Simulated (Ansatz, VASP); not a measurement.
## SnSe: VASP beside Ansatz

File INCAR:

```
PREC     = Accurate       # precision mode
ENCUT    = 520            # plane-wave cutoff, eV
EDIFF    = 1E-7           # SCF threshold, eV
ISMEAR   = -1             # smearing method
SIGMA    = 0.01           # smearing width, eV
LREAL    = False          # projectors in reciprocal space
LASPH    = True           # aspherical terms in the spheres
NELM     = 60             # most SCF steps
ALGO     = Normal         # electronic algorithm
ISIF     = 2              # what is computed and relaxed
LWAVE    = False          # write WAVECAR
LCHARG   = True           # write CHGCAR
GGA      = PS             # functional
LELF     = True           # ELF
LVHAR    = True         
NBANDS   = 17             # bands
```

KPOINTS

```
Automatic mesh
0
Gamma
  7 7 7
```

Contents of POSCAR:

```
SnSe
1.0
    0.0000000000      3.0200000735      3.0200000735
    3.0200000735      0.0000000000      3.0200000735
    3.0200000735      3.0200000735      0.0000000000
Sn Se
1 1
Direct
    0.0000000000      0.0000000000      0.0000000000
    0.5000000000      0.5000000000      0.5000000000
```

Input for Ansatz:

```yaml
crystal:
  lattice:
    - [0.0, 3.0200000735, 3.0200000735]
    - [3.0200000735, 0.0, 3.0200000735]
    - [3.0200000735, 3.0200000735, 0.0]
  atoms:
    - { symbol: Sn, position: [0.0, 0.0, 0.0] }
    - { symbol: Se, position: [0.5, 0.5, 0.5] }
kpoints:
  mp_grid: { grid: [7, 7, 7] }
  band_path:
    path:
      - [0.0, 0.0, 0.0]
      - [0.5, 0.0, 0.5]
      - [0.625, 0.25, 0.625]
      - [0.375, 0.375, 0.75]
      - [0.0, 0.0, 0.0]
      - [0.5, 0.5, 0.5]
      - [0.5, 0.25, 0.75]
      - [0.5, 0.0, 0.5]
    npoints: 5
scf:
  occupations: { method: fermi_dirac, width: 0.01 }
hamiltonian:
  xc: pbesol
  pseudopotentials: { kind: all_electron, lapw: { basis_error: 0.0005 } }
output:
  forces: true
  stress: true
  eigenvalues: true
```

Change from the starting cell: volume scaled by 1.01.

Alike in both runs: task single point; functional PBEsol; k mesh 7 × 7 × 7; occupations fermi-dirac, width 0.01 eV; no spin polarisation.

```csv
,VASP,Ansatz
version,VASP 6.6.1,Ansatz 0.2.0
potentials or method,"VASP PAW PBE potentials, release 64 (Sn_d, Se), cutoff 520 eV","all-electron LAPW, scalar-relativistic"
```

|  | VASP | Ansatz | Ansatz less VASP |
| --- | --- | --- | --- |
| pressure (GPa) | -2.3 | -2.4 | -0.01 |

VASP's potentials were made for PBE, not for PBEsol. Ansatz ran all-electron here, and VASP with PAW potentials.
